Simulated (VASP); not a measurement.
# Ba2VReO6 (Fm-3m) in VASP: single point with r2SCAN

Aim: the single point of Ba2VReO6 with r2SCAN.

Everything below comes from runs of VASP 6.6.1. Logs are shortened: lines on timing, memory, paths and dates and some standing lists are left out, and cuts for length are marked.

**1. The cell of the first run**

It takes space group Fm-3m (No. 225, cubic). The conventional cell has a = 8.158 Å, b = 8.158 Å, c = 8.158 Å, α = 90.00°, β = 90.00°, γ = 90.00°. Re (site symmetry m-3m) has 6 O at 2.04 Å within 2.7 Å. Within 2.7 Å of V (site symmetry m-3m) lie 6 O at 2.04 Å. O (site symmetry 4mm) has 1 Re at 2.04 Å and 1 V at 2.04 Å within 2.7 Å. Within 3.8 Å of Ba (site symmetry -43m) lie 12 O at 2.88 Å and 4 Re at 3.53 Å and 4 V at 3.53 Å.

**2. Single point, r2SCAN**

Input file POSCAR:

```
Ba2VReO6
1.0
    0.0000000000      4.0787620000      4.0787620000
    4.0787620000      0.0000000000      4.0787620000
    4.0787620000      4.0787620000      0.0000000000
Re V O Ba
1 1 6 2
Direct
    0.0000000000      0.0000000000      0.0000000000
    0.5000000000      0.5000000000      0.5000000000
    0.7500000000      0.2500000000      0.2500000000
    0.2500000000      0.7500000000      0.2500000000
    0.2500000000      0.7500000000      0.7500000000
    0.7500000000      0.2500000000      0.7500000000
    0.2500000000      0.2500000000      0.7500000000
    0.7500000000      0.7500000000      0.2500000000
    0.2500000000      0.2500000000      0.2500000000
    0.7500000000      0.7500000000      0.7500000000
```

Input file INCAR.step1:

```
PREC = Accurate ; ENCUT = 660
ISMEAR = -5 ; SIGMA = 0.1
LREAL = False ; LASPH = True
NELM = 120 ; NBANDS = 53
GGA = PE ; ALGO = Normal
EDIFF = 1E-5 ; LWAVE = True
LCHARG = False ; GGA_COMPAT = False
```

Input file INCAR.step2:

```
PREC = Accurate ; ENCUT = 660
EDIFF = 1E-6 ; ISMEAR = -5
SIGMA = 0.1 ; LREAL = False
LASPH = True ; NELM = 120
ALGO = Normal ; ISIF = 2
LWAVE = False ; LCHARG = False
METAGGA = R2SCAN ; LMIXTAU = True
NBANDS = 53 ; ISTART = 1
GGA_COMPAT = False
```

Input file KPOINTS:

```
regular mesh
0
Gamma
  4 4 4
```

Potentials or basis: VASP PAW PBE potentials, release 64 (Re_sv_GW, V_sv, O, Ba_sv).

Started as:

```sh
$ cat potpaw_PBE.64/Re_sv_GW/POTCAR potpaw_PBE.64/V_sv/POTCAR potpaw_PBE.64/O/POTCAR potpaw_PBE.64/Ba_sv/POTCAR > POTCAR
$ cp INCAR.step1 INCAR
$ mpirun -np 1 vasp_std > vasp.out
$ cp INCAR.step2 INCAR
$ mpirun -np 1 vasp_std > vasp.out
```

OUTCAR:

```text
PREC = Accurate
   ENCUT = 660
   EDIFF = 1E-6
   ISMEAR = -5
   LREAL = False
   LASPH = True
   NELM = 120
   ISIF = 2
   METAGGA = R2SCAN
   ISTART = 1

 ion  position               nearest neighbor table
   1  0.000  0.000  0.000-   3 2.04   4 2.04   5 2.04   6 2.04   7 2.04   8 2.04  10 3.53  10 3.53
                            10 3.53   9 3.53   9 3.53   9 3.53  10 3.53   9 3.53
   2  0.500  0.500  0.500-   3 2.04   4 2.04   5 2.04   6 2.04   7 2.04   8 2.04   9 3.53   9 3.53
                             9 3.53  10 3.53  10 3.53  10 3.53  10 3.53   9 3.53
   3  0.750  0.250  0.250-   1 2.04   2 2.04   9 2.88  10 2.88  10 2.88   9 2.88
   4  0.250  0.750  0.250-   1 2.04   2 2.04   9 2.88  10 2.88   9 2.88  10 2.88
   5  0.250  0.750  0.750-   1 2.04   2 2.04  10 2.88   9 2.88   9 2.88  10 2.88
   6  0.750  0.250  0.750-   1 2.04   2 2.04  10 2.88   9 2.88  10 2.88   9 2.88
   7  0.250  0.250  0.750-   1 2.04   2 2.04   9 2.88   9 2.88  10 2.88  10 2.88
   8  0.750  0.750  0.250-   1 2.04   2 2.04  10 2.88  10 2.88   9 2.88   9 2.88
   9  0.250  0.250  0.250-   3 2.88   4 2.88   7 2.88   5 2.88   6 2.88   7 2.88   4 2.88   5 2.88
                             8 2.88   3 2.88   6 2.88   8 2.88   1 3.53   1 3.53   2 3.53   1 3.53
  10  0.750  0.750  0.750-   5 2.88   6 2.88   8 2.88   3 2.88   4 2.88   8 2.88   3 2.88   6 2.88
                             7 2.88   4 2.88   5 2.88   7 2.88   2 3.53   2 3.53   1 3.53   2 3.53

  LATTYP: Found a face centered cubic cell.
 ALAT       =     8.1575240000

  Lattice vectors:

 A1 = (   0.0000000000,   4.0787620000,   4.0787620000)
 A2 = (   4.0787620000,   0.0000000000,   4.0787620000)
 A3 = (   4.0787620000,   4.0787620000,   0.0000000000)

Analysis of symmetry for initial positions (statically):
=====================================================================
 Subroutine PRICEL returns:
 Original cell was already a primitive cell.

 Routine SETGRP: Setting up the symmetry group for a
 face centered cubic supercell.

 Subroutine GETGRP returns: Found 48 space group operations
 (whereof 48 operations were pure point group operations)
 out of a pool of 48 trial point group operations.

The static configuration has the point symmetry O_h .

Analysis of symmetry for dynamics (positions and initial velocities):
=====================================================================
 Subroutine PRICEL returns:
 Original cell was already a primitive cell.

 Routine SETGRP: Setting up the symmetry group for a
 face centered cubic supercell.

 Subroutine GETGRP returns: Found 48 space group operations
 (whereof 48 operations were pure point group operations)
 out of a pool of 48 trial point group operations.

The dynamic configuration has the point symmetry O_h .

 Subroutine INISYM returns: Found 48 space group operations
 (whereof 48 operations are pure point group operations),
 and found     1 'primitive' translations

----------------------------------------------------------------------------------------

                                     Primitive cell

  volume of cell :     135.7110

  direct lattice vectors                    reciprocal lattice vectors
     0.000000000  4.078762000  4.078762000    -0.122586216  0.122586216  0.122586216
     4.078762000  0.000000000  4.078762000     0.122586216 -0.122586216  0.122586216
     4.078762000  4.078762000  0.000000000     0.122586216  0.122586216 -0.122586216

  length of vectors
     5.768240538  5.768240538  5.768240538     0.212325555  0.212325555  0.212325555

  position of ions in fractional coordinates (direct lattice)
     0.000000000  0.000000000  0.000000000
     0.500000000  0.500000000  0.500000000
     0.750000000  0.250000000  0.250000000
     0.250000000  0.750000000  0.250000000
     0.250000000  0.750000000  0.750000000
     0.750000000  0.250000000  0.750000000
     0.250000000  0.250000000  0.750000000
     0.750000000  0.750000000  0.250000000
     0.250000000  0.250000000  0.250000000
     0.750000000  0.750000000  0.750000000

  ion indices of the primitive-cell ions
   primitive index   ion index
                 1           1
                 2           2
                 3           3
                 4           4
                 5           5
                 6           6
                 7           7
                 8           8
                 9           9
                10          10

----------------------------------------------------------------------------------------

 KPOINTS: regular mesh

Automatic generation of k-mesh.
 Grid dimensions read from file:
 generate k-points for:    4    4    4

 Generating k-lattice:

  Cartesian coordinates                     Fractional coordinates (reciprocal lattice)
    -0.030646554  0.030646554  0.030646554     0.250000000  0.000000000  0.000000000
     0.030646554 -0.030646554  0.030646554     0.000000000  0.250000000  0.000000000
     0.030646554  0.030646554 -0.030646554     0.000000000  0.000000000  0.250000000

  Length of vectors
     0.053081389  0.053081389  0.053081389

  Shift w.r.t. Gamma in fractional coordinates (k-lattice)
     0.000000000  0.000000000  0.000000000

 TETIRR: Found      9 inequivalent tetrahedra from      384

 Subroutine IBZKPT returns following result:
 ===========================================

 Found      8 irreducible k-points:

 Following reciprocal coordinates:
            Coordinates               Weight
  0.000000  0.000000  0.000000      1.000000
  0.250000  0.000000  0.000000      8.000000
  0.500000  0.000000  0.000000      4.000000
  0.250000  0.250000  0.000000      6.000000
  0.500000  0.250000  0.000000     24.000000
 -0.250000  0.250000  0.000000     12.000000
  0.500000  0.500000  0.000000      3.000000
 -0.250000  0.500000  0.250000      6.000000
   k-points           NKPTS =      8   k-points in BZ     NKDIM =      8   number of bands    NBANDS=     53
   number of dos      NEDOS =    301   number of ions     NIONS =     10
   total plane-waves  NPLWV = 110592
   dimension x,y,z NGX =    48 NGY =   48 NGZ =   48
   dimension x,y,z NGXF=    96 NGYF=   96 NGZF=   96
   ions per type =               1   1   6   2
   NGX,Y,Z   is equivalent  to a cutoff of  13.83, 13.83, 13.83 a.u.
   NGXF,Y,Z  is equivalent  to a cutoff of  27.67, 27.67, 27.67 a.u.
 SYSTEM =  unknown system
   PREC   = accura    normal or accurate (medium, high low for compatibility)
   ISTART =      1    job   : 0-new  1-cont  2-samecut
   ICHARG =      0    charge: 1-file 2-atom 10-const
   ISPIN  =      1    spin polarized calculation?
   LNONCOLLINEAR =      F non collinear calculations
   LSORBIT =      F    spin-orbit coupling
   LASPH  =      T    aspherical Exc in radial PAW
   ENCUT  =  660.0 eV  48.51 Ry    6.96 a.u.  12.08 12.08 12.08*2*pi/ulx,y,z
   NELM   =    120;   NELMIN=  2; NELMDL=  0     # of ELM steps
   EDIFF  = 0.1E-05   stopping-criterion for ELM
   LREAL  =      F    real-space projection
   EDIFFG = 0.1E-04   stopping-criterion for IOM
   NSW    =      0    number of steps for IOM
   IBRION =     -1    ionic relax: 0-MD 1-quasi-New 2-CG
   NFREE  =      0    steps in history (QN), initial steepest desc. (CG)
   ISIF   =      2    stress and relaxation
   ISYM   =      2    0-nonsym 1-usesym 2-fastsym
   POTIM  = 0.5000    time-step for ionic-motion
   TEBEG  =    0.0;   TEEND  =   0.0 temperature during run
   PSTRESS=    0.0 pullay stress
   NELECT =      84.0000    total number of electrons
   NUPDOWN=      -1.0000    fix difference up-down
   EMIN   =  10.00;   EMAX   =-10.00  energy-range for DOS
   EFERMI =   0.00;   METHOD = LEGACY
   ISMEAR =    -5;   SIGMA  =   0.10  broadening in eV -4-tet -1-fermi 0-gaus
   EFERMI_NEDOS =   21; number of points for ismear=-14 and -15
   IALGO  =     38    algorithm
   IMIX   =      4    mixing-type and parameters
     AMIX     =   0.40;   BMIX     =  1.00
     AMIX_MAG =   1.60;   BMIX_MAG =  1.00
  volume/ion in A,a.u.               =      13.57        91.58
  Fermi-wavevector in a.u.,A,eV,Ry     =   1.395178  2.636504 26.484028  1.946521
  Thomas-Fermi vector in A             =   2.518655
   LORBIT       =      0    0 simple, 1 ext, 2 COOP (PROOUT), +10 PAW based schemes
   METAGGA = R2SCAN    functional components
   LHFCALC =     F    Hartree Fock is set to
   AEXX    =    0.0000 exact exchange contribution
   IVDW    =     0    specifies the selected vdW correction
   LEPSILON=     F    determine dielectric tensor
   LRPA    =     F    only Hartree local field effects (RPA)
 non-spin polarized calculation
 Fermi weights with tetrahedron method with Bloechl corrections
  energy-cutoff  :      660.00
  volume of cell :      135.71
 maximum number of plane-waves:      5238
   NGX = 25   NGY = 25   NGZ = 25

 number of electron      83.9999992 magnetization

 Free energy of the ion-electron system (eV)
  ---------------------------------------------------
  ext. energy  EPLUGINS =         0.00000000
  ---------------------------------------------------
  free energy    TOTEN  =      -182.57117517 eV

  energy without entropy =     -182.57117517  energy(sigma->0) =     -182.57117517

 E-fermi :   5.9269     XC(G=0): -11.8652

 val. band max:        5.9026455137   @ k =   0.5000   0.0000   0.0000
 cond. band min:       5.8919010218   @ k =  -0.2500   0.2500   0.0000
 fundamental gap:     -0.0107444919
 Fermi energy:         5.9269435099

 k-point     1 :       0.0000    0.0000    0.0000
  band No.  band energies     occupation
      1     -78.1745      2.00000
      2     -62.6285      2.00000
      3     -39.2381      2.00000
      4     -39.2381      2.00000
      5     -39.2381      2.00000
      6     -35.3057      2.00000
[... 45 lines left out ...]
     52      10.3418      0.00000
     53      10.5293      0.00000

 k-point     2 :       0.2500    0.0000    0.0000
  band No.  band energies     occupation
      1     -78.1745      2.00000
      2     -62.6285      2.00000
      3     -39.2382      2.00000
      4     -39.2381      2.00000
      5     -39.2381      2.00000
      6     -35.3058      2.00000
[... 45 lines left out ...]
     52      10.7773      0.00000
     53      11.0170      0.00000

 k-point     3 :       0.5000    0.0000    0.0000
  band No.  band energies     occupation
      1     -78.1745      2.00000
      2     -62.6285      2.00000
      3     -39.2383      2.00000
      4     -39.2381      2.00000
      5     -39.2381      2.00000
      6     -35.3059      2.00000
[... 45 lines left out ...]
     52      11.0483      0.00000
     53      11.1873      0.00000

 k-point     4 :       0.2500    0.2500    0.0000
  band No.  band energies     occupation
      1     -78.1744      2.00000
      2     -62.6285      2.00000
      3     -39.2382      2.00000
      4     -39.2381      2.00000
      5     -39.2381      2.00000
      6     -35.3058      2.00000
[... 45 lines left out ...]
     52      11.1194      0.00000
     53      11.6261      0.00000

 k-point     5 :       0.5000    0.2500    0.0000
  band No.  band energies     occupation
      1     -78.1745      2.00000
      2     -62.6285      2.00000
      3     -39.2383      2.00000
      4     -39.2382      2.00000
      5     -39.2382      2.00000
      6     -35.3059      2.00000
[... 45 lines left out ...]
     52      11.1672      0.00000
     53      11.3949      0.00000

 k-point     6 :      -0.2500    0.2500    0.0000
  band No.  band energies     occupation
      1     -78.1745      2.00000
      2     -62.6285      2.00000
      3     -39.2383      2.00000
      4     -39.2382      2.00000
      5     -39.2381      2.00000
      6     -35.3059      2.00000
[... 45 lines left out ...]
     52      10.9052      0.00000
     53      11.6856      0.00000

 k-point     7 :       0.5000    0.5000    0.0000
  band No.  band energies     occupation
      1     -78.1744      2.00000
      2     -62.6285      2.00000
      3     -39.2383      2.00000
      4     -39.2382      2.00000
      5     -39.2382      2.00000
      6     -35.3059      2.00000
[... 45 lines left out ...]
     52      11.4299      0.00000
     53      11.7682      0.00000

 k-point     8 :      -0.2500    0.5000    0.2500
  band No.  band energies     occupation
      1     -78.1745      2.00000
      2     -62.6285      2.00000
      3     -39.2382      2.00000
      4     -39.2382      2.00000
      5     -39.2382      2.00000
      6     -35.3058      2.00000
[... 45 lines left out ...]
     52      11.1982      0.00000
     53      12.0288      0.00000

------------------------ aborting loop because EDIFF is reached ----------------------------------------

  FORCE on cell =-STRESS in cart. coord.  units (eV):
  Direction    XX          YY          ZZ          XY          YZ          ZX
  --------------------------------------------------------------------------------------
  -------------------------------------------------------------------------------------
  Total      -10.1495704    -10.1495704    -10.1495704      0.0000000     -0.0000000      0.0000000
  in kB     -119.8238182   -119.8238182   -119.8238182      0.0000000     -0.0000000      0.0000000
  external PRESSURE =    -119.8238182 kB  Pullay stress =       0.0000000 kB

 VOLUME and BASIS-vectors are now :
 -----------------------------------------------------------------------------
  energy-cutoff  :      660.00
  volume of cell :      135.71
      direct lattice vectors                 reciprocal lattice vectors
     0.000000000  4.078762000  4.078762000    -0.122586216  0.122586216  0.122586216
     4.078762000  0.000000000  4.078762000     0.122586216 -0.122586216  0.122586216
     4.078762000  4.078762000  0.000000000     0.122586216  0.122586216 -0.122586216

 POSITION                                       TOTAL-FORCE (eV/Angst)
 -----------------------------------------------------------------------------------
      0.00000      0.00000      0.00000        -0.000000      0.000000     -0.000000
      4.07876      4.07876      4.07876        -0.000000      0.000000     -0.000000
      2.03938      4.07876      4.07876        -0.159917      0.000000     -0.000000
      4.07876      2.03938      4.07876        -0.000000     -0.159917     -0.000000
      6.11814      4.07876      4.07876         0.159917      0.000000     -0.000000
      4.07876      6.11814      4.07876        -0.000000      0.159917     -0.000000
      4.07876      4.07876      2.03938        -0.000000      0.000000     -0.159917
      4.07876      4.07876      6.11814        -0.000000      0.000000      0.159917
      2.03938      2.03938      2.03938        -0.000000      0.000000      0.000000
      6.11814      6.11814      6.11814        -0.000000     -0.000000     -0.000000
 -----------------------------------------------------------------------------------
    total drift:                                0.000000     -0.000000     -0.000000

  FREE ENERGIE OF THE ION-ELECTRON SYSTEM (eV)
  ---------------------------------------------------
  free  energy   TOTEN  =      -182.5711751721 eV

  energy  without entropy=     -182.5711751721  energy(sigma->0) =     -182.57117517
```

Run time: 6.3 min. Hardware: 1 thread of Intel Xeon Platinum 8559C (Emerald Rapids), shared host; peak memory 0.41 GiB.

What came out:

- Free energy: -182.5712 eV
- Pressure: -12.0 GPa
- Band gap on the k mesh: zero (bands 42 and 43 overlap by 1.89 eV)

Caveat: the cell stands under tension; the PAW data sets were made with another functional, which shifts forces and pressure a little; spin-orbit coupling is left out, which moves the levels of the heavy elements; the run has no spin polarisation, though such a crystal can be magnetic; semilocal functionals often make such compounds metallic where correlation or magnetic order opens a gap, which also shifts bond lengths; tetrahedron occupations give inexact forces and stress in metals.
